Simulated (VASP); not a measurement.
A run of VASP 6.6.1 is set up as follows.

INCAR

```
SYSTEM = BaZrO3
PREC     = Accurate       ! precision mode
ENCUT    = 520            ! plane-wave cutoff, eV
EDIFF    = 1E-6           ! SCF threshold, eV
ISMEAR   = -1             ! smearing method
SIGMA    = 0.02           ! smearing width, eV
LREAL    = .False.        ! projectors in reciprocal space
LASPH    = .True.         ! aspherical terms in the spheres
NELM     = 80             ! most SCF steps
ALGO     = Normal         ! electronic algorithm
ISIF     = 2              ! what is computed and relaxed
LWAVE    = .False.        ! write WAVECAR
LCHARG   = .False.        ! write CHGCAR
GGA      = CA             ! functional
NBANDS   = 51             ! bands
```

KPOINTS

```
Automatic mesh
0
Gamma
  6 6 6
  0 0 0
```

File POSCAR:

```
BaZrO3
1.0
   -2.9225879243      2.9225879243      4.1605574472
    2.9225879243     -2.9225879243      4.1605574472
    2.9225879243      2.9225879243     -4.1605574472
Ba Zr O
2 2 6
Direct
    0.7500000000      0.2500000000      0.5000000000
    0.2500000000      0.7500000000      0.5000000000
    0.0000000000      0.0000000000      0.0000000000
    0.5000000000      0.5000000000      0.0000000000
    0.7500000000      0.7500000000      0.0000000000
    0.2500000000      0.2500000000      0.0000000000
    0.2226836825      0.7226836825      0.9453673651
    0.7773163175      0.2773163175      0.0546326349
    0.7226836825      0.7773163175      0.5000000000
    0.2773163175      0.2226836825      0.5000000000
```

Potentials or basis: VASP PAW LDA potentials, release 64 (Ba_sv, Zr_sv, O).

The run is started by

```console
$ cat potpaw_LDA.64/Ba_sv/POTCAR potpaw_LDA.64/Zr_sv/POTCAR potpaw_LDA.64/O/POTCAR > POTCAR
$ mpirun -np 1 vasp_std > vasp.out
```

(1) What does it give for the largest force?

(2) What does it give for the band gap on the k mesh?

(3) Estimate the pressure.

## Answers

(1) 0.041 eV/Å.

(2) 3.26 eV (least direct gap 3.27 eV).

(3) 1.6 GPa.

Caveat: spin-orbit coupling is left out, which moves the levels of the heavy elements.
